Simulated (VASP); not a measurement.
Write the native input for VASP 6.6.1 that does the following.

| Item | Value |
| --- | --- |
| Task | single point |
| Functional | PBE |
| Potentials or basis | VASP PAW PBE potentials, release 64 (Sn_d, Ge_d, Te) |
| Cutoff | 520 eV |
| k mesh | 3 × 3 × 3 |
| Occupations | gaussian, width 0.1 eV |
| Spin | no spin polarisation |
| Dipole correction | no |
| Further INCAR settings | ALGO = Normal; EDIFF = 1e-06; NBANDS = 50 |

The structure of SnGe3Te4 lies in POSCAR:

```
SnGe3Te4
1.0
    4.3047248000      2.4853340000      3.7337519000
   -4.3047248000      2.4853340000      3.7337519000
    0.0000000000     -4.9706681000      3.7337519000
Sn Ge Te
1 3 4
Direct
    0.5086710000      0.5086710000      0.5086710000
    0.9892700000      0.4902380000      0.9892700000
    0.4902380000      0.9892700000      0.9892700000
    0.9892700000      0.9892700000      0.4902380000
    0.5293250000      0.0207150000      0.5293250000
    0.0207150000      0.5293250000      0.5293250000
    0.0271860000      0.0271860000      0.0271860000
    0.5293250000      0.5293250000      0.0207150000
```

One way to write it, as run:

INCAR

```
SYSTEM = SnGe3Te4
  ALGO = Normal
  EDIFF = 1E-6
  ENCUT = 520
  GGA = PE
  ISIF = 2
  ISMEAR = 0
  LASPH = .True.
  LCHARG = .True.
  LELF = .True.
  LREAL = .False.
  LVHAR = .True.
  LWAVE = .False.
  NBANDS = 50
  NELM = 80
  PREC = Accurate
  SIGMA = 0.1
```

KPOINTS

```
k-points
0
Gamma
  3 3 3
  0 0 0
```

Potentials or basis: VASP PAW PBE potentials, release 64 (Sn_d, Ge_d, Te).

Launch:

```console
$ cat potpaw_PBE.64/Sn_d/POTCAR potpaw_PBE.64/Ge_d/POTCAR potpaw_PBE.64/Te/POTCAR > POTCAR
$ mpirun -np 1 vasp_std > vasp.out
```

Results of the run:

* Pressure: 0.0 GPa
* Largest force: 0.081 eV/Å
* Band gap on the k mesh: 1.13 eV (least direct gap 1.19 eV)

Caveat: spin-orbit coupling is left out, which moves the levels of the heavy elements.

It took 38 s on 1 thread of Intel(R) Xeon(R) 6975P-C (Granite Rapids), with other jobs on the host, peak memory 0.35 GiB.
